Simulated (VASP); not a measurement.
# Yb (I4/mmm) in VASP: notebook

The runs below take Yb through single point, with PBE.

Everything below comes from runs of VASP 6.6.1. Logs are shortened: lines on timing, memory, paths and dates and some standing lists are left out, and cuts for length are marked.

## (1) The cell of the first run

The structure is tetragonal, space group I4/mmm (No. 139). Conventional cell: a = 4.201 Å, b = 4.201 Å, c = 4.362 Å, α = 90.00°, β = 90.00°, γ = 90.00°. Yb (site symmetry 4/mmm) has 14 Yb at 3.68 to 4.36 Å within 4.8 Å.

## (2) Single point, PBE (38.48 Å³/atom)

INCAR reads:

```
PREC     = Accurate       # precision mode
ENCUT    = 520            # plane-wave cutoff, eV
EDIFF    = 1E-7           # SCF threshold, eV
ISMEAR   = 0              # smearing method
SIGMA    = 0.15           # smearing width, eV
LREAL    = F              # projectors in reciprocal space
LASPH    = T              # aspherical terms in the spheres
NELM     = 80             # most SCF steps
ALGO     = Fast           # electronic algorithm
ISIF     = 2              # what is computed and relaxed
LWAVE    = F              # write WAVECAR
LCHARG   = F              # write CHGCAR
GGA      = PE             # functional
NBANDS   = 18             # bands
```

KPOINTS reads:

```
Automatic mesh
0
Gamma
  16 16 16
```

POSCAR reads:

```
Yb
1.0
    0.0000000000      2.9702189573      2.1810317804
    2.9702189573      0.0000000000      2.1810317804
    2.9702189573      2.9702189573      0.0000000000
Yb
1
Direct
    0.0000000000      0.0000000000      0.0000000000
```

Potentials or basis: VASP PAW PBE potentials, release 64 (Yb).

Started as:

```
cat potpaw_PBE.64/Yb/POTCAR > POTCAR
mpirun -np 1 vasp_std > vasp.out
```

OUTCAR:

```text
PREC = Accurate
   ENCUT = 520
   EDIFF = 1E-7
   ISMEAR = 0
   LREAL = F
   LASPH = T
   NELM = 80
   ISIF = 2
   GGA = PE

 ion  position               nearest neighbor table
   1  0.000  0.000  0.000-

  LATTYP: Found a body centered tetragonal cell.
 ALAT       =     4.2005239326
 C/A-ratio  =     1.0384570189

  Lattice vectors:

 A1 = (   0.0000000000,  -2.9702189573,  -2.1810317804)
 A2 = (   0.0000000000,   2.9702189573,  -2.1810317804)
 A3 = (   2.9702189573,   0.0000000000,   2.1810317804)

Analysis of symmetry for initial positions (statically):
=====================================================================
 Subroutine PRICEL returns:
 Original cell was already a primitive cell.

 Routine SETGRP: Setting up the symmetry group for a
 body centered tetragonal supercell.

 Subroutine GETGRP returns: Found 16 space group operations
 (whereof 16 operations were pure point group operations)
 out of a pool of 16 trial point group operations.

The static configuration has the point symmetry D_4h.

Analysis of symmetry for dynamics (positions and initial velocities):
=====================================================================
 Subroutine PRICEL returns:
 Original cell was already a primitive cell.

 Routine SETGRP: Setting up the symmetry group for a
 body centered tetragonal supercell.

 Subroutine GETGRP returns: Found 16 space group operations
 (whereof 16 operations were pure point group operations)
 out of a pool of 16 trial point group operations.

The dynamic configuration has the point symmetry D_4h.

 Subroutine INISYM returns: Found 16 space group operations
 (whereof 16 operations are pure point group operations),
 and found     1 'primitive' translations

----------------------------------------------------------------------------------------

                                     Primitive cell

  volume of cell :      38.4830

  direct lattice vectors                    reciprocal lattice vectors
     0.000000000  2.970218957  2.181031780    -0.168337758  0.168337758  0.229249296
     2.970218957  0.000000000  2.181031780     0.168337758 -0.168337758  0.229249296
     2.970218957  2.970218957  0.000000000     0.168337758  0.168337758 -0.229249296

  length of vectors
     3.684983077  3.684983077  4.200523933     0.330500289  0.330500289  0.330500289

  position of ions in fractional coordinates (direct lattice)
     0.000000000  0.000000000  0.000000000

  ion indices of the primitive-cell ions
   primitive index   ion index
                 1           1

----------------------------------------------------------------------------------------

 KPOINTS: Automatic mesh

Automatic generation of k-mesh.
 Grid dimensions read from file:
 generate k-points for:   16   16   16

 Generating k-lattice:

  Cartesian coordinates                     Fractional coordinates (reciprocal lattice)
    -0.010521110  0.010521110  0.014328081     0.062500000  0.000000000  0.000000000
     0.010521110 -0.010521110  0.014328081     0.000000000  0.062500000  0.000000000
     0.010521110  0.010521110 -0.014328081     0.000000000  0.000000000  0.062500000

  Length of vectors
     0.020656268  0.020656268  0.020656268

  Shift w.r.t. Gamma in fractional coordinates (k-lattice)
     0.000000000  0.000000000  0.000000000

 Subroutine IBZKPT returns following result:
 ===========================================

 Found    349 irreducible k-points:

 Following reciprocal coordinates:
            Coordinates               Weight
  0.000000  0.000000  0.000000      1.000000
  0.062500 -0.000000  0.000000      8.000000
  0.125000 -0.000000  0.000000      8.000000
  0.187500  0.000000  0.000000      8.000000
  0.250000 -0.000000  0.000000      8.000000
  0.312500 -0.000000  0.000000      8.000000
[... 16 lines left out ...]
 -0.125000  0.062500  0.000000      8.000000
 -0.062500  0.062500  0.000000      4.000000
 [... further k-points ...]
   k-points           NKPTS =    349   k-points in BZ     NKDIM =    349   number of bands    NBANDS=     18
   number of dos      NEDOS =    301   number of ions     NIONS =      1
   total plane-waves  NPLWV =  25088
   dimension x,y,z NGX =    28 NGY =   28 NGZ =   32
   dimension x,y,z NGXF=    56 NGYF=   56 NGZF=   64
   ions per type =               1
   NGX,Y,Z   is equivalent  to a cutoff of  12.63, 12.63, 12.66 a.u.
   NGXF,Y,Z  is equivalent  to a cutoff of  25.26, 25.26, 25.33 a.u.
 SYSTEM =  unknown system
   PREC   = accura    normal or accurate (medium, high low for compatibility)
   ISTART =      0    job   : 0-new  1-cont  2-samecut
   ICHARG =      2    charge: 1-file 2-atom 10-const
   ISPIN  =      1    spin polarized calculation?
   LNONCOLLINEAR =      F non collinear calculations
   LSORBIT =      F    spin-orbit coupling
   LASPH  =      T    aspherical Exc in radial PAW
   ENCUT  =  520.0 eV  38.22 Ry    6.18 a.u.   6.85  6.85  7.81*2*pi/ulx,y,z
   NELM   =     80;   NELMIN=  2; NELMDL= -5     # of ELM steps
   EDIFF  = 0.1E-06   stopping-criterion for ELM
   LREAL  =      F    real-space projection
   EDIFFG = 0.1E-05   stopping-criterion for IOM
   NSW    =      0    number of steps for IOM
   IBRION =     -1    ionic relax: 0-MD 1-quasi-New 2-CG
   NFREE  =      0    steps in history (QN), initial steepest desc. (CG)
   ISIF   =      2    stress and relaxation
   ISYM   =      2    0-nonsym 1-usesym 2-fastsym
   POTIM  = 0.5000    time-step for ionic-motion
   TEBEG  =    0.0;   TEEND  =   0.0 temperature during run
   PSTRESS=    0.0 pullay stress
   NELECT =      24.0000    total number of electrons
   NUPDOWN=      -1.0000    fix difference up-down
   EMIN   =  10.00;   EMAX   =-10.00  energy-range for DOS
   EFERMI =   0.00;   METHOD = LEGACY
   ISMEAR =     0;   SIGMA  =   0.15  broadening in eV -4-tet -1-fermi 0-gaus
   EFERMI_NEDOS =   21; number of points for ismear=-14 and -15
   IALGO  =     68    algorithm
   IMIX   =      4    mixing-type and parameters
     AMIX     =   0.40;   BMIX     =  1.00
     AMIX_MAG =   1.60;   BMIX_MAG =  1.00
  volume/ion in A,a.u.               =      38.48       259.70
  Fermi-wavevector in a.u.,A,eV,Ry     =   1.398693  2.643146 26.617634  1.956341
  Thomas-Fermi vector in A             =   2.521825
   LORBIT       =      0    0 simple, 1 ext, 2 COOP (PROOUT), +10 PAW based schemes
   GGA     = PE    functional components
   LHFCALC =     F    Hartree Fock is set to
   AEXX    =    0.0000 exact exchange contribution
   IVDW    =     0    specifies the selected vdW correction
   LEPSILON=     F    determine dielectric tensor
   LRPA    =     F    only Hartree local field effects (RPA)
 non-spin polarized calculation
 RMM-DIIS sequential band-by-band and
 Gauss-broadening in eV      SIGMA  =   0.15
  energy-cutoff  :      520.00
  volume of cell :       38.48
 maximum number of plane-waves:      1052
   NGX = 13   NGY = 13   NGZ = 15

 number of electron      24.0000008 magnetization

 Free energy of the ion-electron system (eV)
  ---------------------------------------------------
  ext. energy  EPLUGINS =         0.00000000
  ---------------------------------------------------
  free energy    TOTEN  =        -3.55619183 eV

  energy without entropy =       -3.54154483  energy(sigma->0) =       -3.54886833

 E-fermi :   1.3627     XC(G=0):  -9.1464

 val. band max:        1.3574727066   @ k =  -0.3750   0.4375   0.0625
 cond. band min:       1.3646792060   @ k =  -0.3125   0.1250   0.4375
 fundamental gap:      0.0072064994
 Fermi energy:         1.3626874264

 k-point     1 :       0.0000    0.0000    0.0000
  band No.  band energies     occupation
      1     -50.4158      2.00000
      2     -22.6392      2.00000
      3     -22.6390      2.00000
      4     -22.6390      2.00000
      5      -3.6344      2.00000
      6       0.9440      1.99992
[... 10 lines left out ...]
     17       6.1777      0.00000
     18      11.5515      0.00000

 k-point     2 :       0.0625   -0.0000    0.0000
  band No.  band energies     occupation
      1     -50.4153      2.00000
      2     -22.6498      2.00000
      3     -22.6424      2.00000
      4     -22.6390      2.00000
      5      -3.5457      2.00000
      6       0.9447      1.99992
[... 10 lines left out ...]
     17       6.1415      0.00000
     18      11.7180      0.00000

 k-point     3 :       0.1250   -0.0000    0.0000
  band No.  band energies     occupation
      1     -50.4139      2.00000
      2     -22.6802      2.00000
      3     -22.6520      2.00000
      4     -22.6389      2.00000
      5      -3.2845      2.00000
      6       0.9470      1.99991
[... 10 lines left out ...]
     17       6.0959      0.00000
     18      12.0103      0.00000

 k-point     4 :       0.1875    0.0000    0.0000
  band No.  band energies     occupation
      1     -50.4118      2.00000
      2     -22.7253      2.00000
      3     -22.6664      2.00000
      4     -22.6386      2.00000
      5      -2.8661      2.00000
      6       0.9505      1.99990
[... 375 lines left out ...]
      4     -22.6487      2.00000
      5      -2.7631      2.00000
      6       0.9527      1.99989
[... 10 lines left out ...]
     17       6.2945      0.00000
     18      12.3512      0.00000

 k-point    23 :      -0.1250    0.0625    0.0000
  band No.  band energies     occupation
      1     -50.4134      2.00000
      2     -22.6822      2.00000
      3     -22.6553      2.00000
      4     -22.6488      2.00000
      5      -3.1846      2.00000
      6       0.9527      1.99989
[... 10 lines left out ...]
     17       6.1821      0.00000
     18      12.2737      0.00000

 k-point    24 :      -0.0625    0.0625    0.0000
  band No.  band energies     occupation
      1     -50.4148      2.00000
      2     -22.6538      2.00000
      3     -22.6467      2.00000
      4     -22.6457      2.00000
      5      -3.4507      2.00000
      6       0.9484      1.99991
[... 10 lines left out ...]
     17       6.0894      0.00000
     18      11.9172      0.00000

 [... further k-points ...]

------------------------ aborting loop because EDIFF is reached ----------------------------------------

  FORCE on cell =-STRESS in cart. coord.  units (eV):
  Direction    XX          YY          ZZ          XY          YZ          ZX
  --------------------------------------------------------------------------------------
  -------------------------------------------------------------------------------------
  Total       -0.4370509     -0.4370509     -0.4813181      0.0000000      0.0000000      0.0000000
  in kB      -18.1959066    -18.1959066    -20.0388982      0.0000000      0.0000000      0.0000000
  external PRESSURE =     -18.8102371 kB  Pullay stress =       0.0000000 kB

 VOLUME and BASIS-vectors are now :
 -----------------------------------------------------------------------------
  energy-cutoff  :      520.00
  volume of cell :       38.48
      direct lattice vectors                 reciprocal lattice vectors
     0.000000000  2.970218957  2.181031780    -0.168337758  0.168337758  0.229249296
     2.970218957  0.000000000  2.181031780     0.168337758 -0.168337758  0.229249296
     2.970218957  2.970218957  0.000000000     0.168337758  0.168337758 -0.229249296

 POSITION                                       TOTAL-FORCE (eV/Angst)
 -----------------------------------------------------------------------------------
      0.00000      0.00000      0.00000         0.000000      0.000000     -0.000000
 -----------------------------------------------------------------------------------
    total drift:                                0.000000     -0.000000     -0.000000

  FREE ENERGIE OF THE ION-ELECTRON SYSTEM (eV)
  ---------------------------------------------------
  free  energy   TOTEN  =        -3.5561918324 eV

  energy  without entropy=       -3.5415448260  energy(sigma->0) =       -3.54886833
```

Run time: 18 min. Hardware: 1 thread of Intel Xeon 8259CL, shared host; peak memory 0.39 GiB.

Results:

```yaml
Free_energy: -3.5562 eV
Pressure: -1.9 GPa
Band_gap_on_the_k_mesh: zero (bands 12 and 13 overlap by 0.61 eV)
```

Levels at points of the mesh, in eV from the Fermi level:
| k point | band 8 | band 9 | band 10 | band 11 | band 12 | band 13 | band 14 | band 15 | band 16 | band 17 |
| --- | --- | --- | --- | --- | --- | --- | --- | --- | --- | --- |
| (0.00, 0.00, 0.00) | -0.41 | -0.31 | -0.30 | -0.30 | -0.28 | 2.75 | 2.75 | 3.04 | 4.41 | 4.82 |
| (0.50, 0.00, 0.00) | -0.38 | -0.33 | -0.32 | -0.30 | -0.29 | 0.41 | 1.43 | 4.16 | 5.27 | 7.05 |
| (0.50, 0.50, 0.00) | -0.38 | -0.38 | -0.34 | -0.29 | -0.29 | -0.29 | 4.37 | 5.02 | 5.02 | 6.41 |
| (0.50, 0.00, 0.50) | -0.38 | -0.33 | -0.32 | -0.31 | -0.29 | 0.55 | 1.18 | 4.53 | 5.44 | 7.13 |

Caveat: spin-orbit coupling is left out, which moves the levels of the heavy elements.

## (3) Single point, PBE (38.48 Å³/atom)

INCAR reads:

```
ALGO = Fast
EDIFF = 1E-6
ENCUT = 520
GGA = PE
ISIF = 2
ISMEAR = 0
LASPH = T
LCHARG = F
LREAL = F
LWAVE = F
NBANDS = 18
NELM = 80
PREC = Accurate
SIGMA = 0.15
```

KPOINTS reads:

```
k-points
0
Gamma
  16 16 16
```

POSCAR reads:

```
Yb
1.0
    0.0000000000      3.0477117195      2.0715296557
    3.0477117195      0.0000000000      2.0715296557
    3.0477117195      3.0477117195      0.0000000000
Yb
1
Direct
    0.0000000000      0.0000000000      0.0000000000
```

Potentials or basis: VASP PAW PBE potentials, release 64 (Yb).

Started as:

```
cat potpaw_PBE.64/Yb/POTCAR > POTCAR
mpirun -np 1 vasp_std > vasp.out
```

Wall time 11 min (1 thread of Intel Xeon 8259CL, shared host); peak memory 0.39 GiB.

The run converged. Its results:

```yaml
Free_energy: -3.5559 eV
Pressure: -1.9 GPa
Band_gap_on_the_k_mesh: zero (bands 12 and 13 overlap by 0.63 eV)
```

Stress tensor (GPa, compression positive):
```
-2.04  0.00  0.00
 0.00 -2.04  0.00
 0.00  0.00 -1.72
```

Levels at points of the mesh, in eV from the Fermi level:
| k point | band 9 | band 10 | band 11 | band 12 | band 13 | band 14 | band 15 | band 16 |
| --- | --- | --- | --- | --- | --- | --- | --- | --- |
| (0.00, 0.00, 0.00) | -0.30 | -0.30 | -0.29 | -0.28 | 2.64 | 2.95 | 2.95 | 4.39 |
| (0.50, 0.00, 0.00) | -0.33 | -0.32 | -0.30 | -0.29 | 0.50 | 1.22 | 4.38 | 5.42 |
| (0.50, 0.50, 0.00) | -0.38 | -0.34 | -0.29 | -0.29 | -0.29 | 4.57 | 4.57 | 5.26 |
| (0.50, 0.00, 0.50) | -0.33 | -0.32 | -0.30 | -0.29 | 0.35 | 1.55 | 4.08 | 5.16 |

Caveat: spin-orbit coupling is left out, which moves the levels of the heavy elements. Spin polarisation is off, so any magnetic state and its effect on volume and gap are missing.
